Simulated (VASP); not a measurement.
Here is a VASP 6.6.1 calculation.

The input INCAR:

```
SYSTEM = C
ALGO = Normal
EDIFF = 1E-6
ENCUT = 600
GGA = PS
GGA_COMPAT = .FALSE.
ISIF = 2
ISMEAR = 0
LASPH = .TRUE.
LCHARG = .FALSE.
LREAL = .FALSE.
LWAVE = .FALSE.
NBANDS = 11
NELM = 120
PREC = Accurate
SIGMA = 0.1
```

KPOINTS

```
k-points
0
G
  8 8 8
  0 0 0
```

File POSCAR:

```
C
1.0
    0.0000000000      1.7835000000      1.7835000000
    1.7835000000      0.0000000000      1.7835000000
    1.7835000000      1.7835000000      0.0000000000
C
2
Direct
    0.0000000000      0.0000000000      0.0000000000
    0.2500000000      0.2500000000      0.2500000000
```

Potentials or basis: VASP PAW PBE potentials, release 64 (C).

Command:

```console
$ cat potpaw_PBE.64/C/POTCAR > POTCAR
$ mpirun -np 1 vasp_std > vasp.out
```

(1) Estimate the band gap on the k mesh.

(2) What does it give for the pressure?

Answers

(1) 4.00 eV, indirect (least direct gap 5.54 eV).

(2) -4.5 GPa.

Caveat: the PAW data sets were made with another functional, which shifts forces and pressure a little.
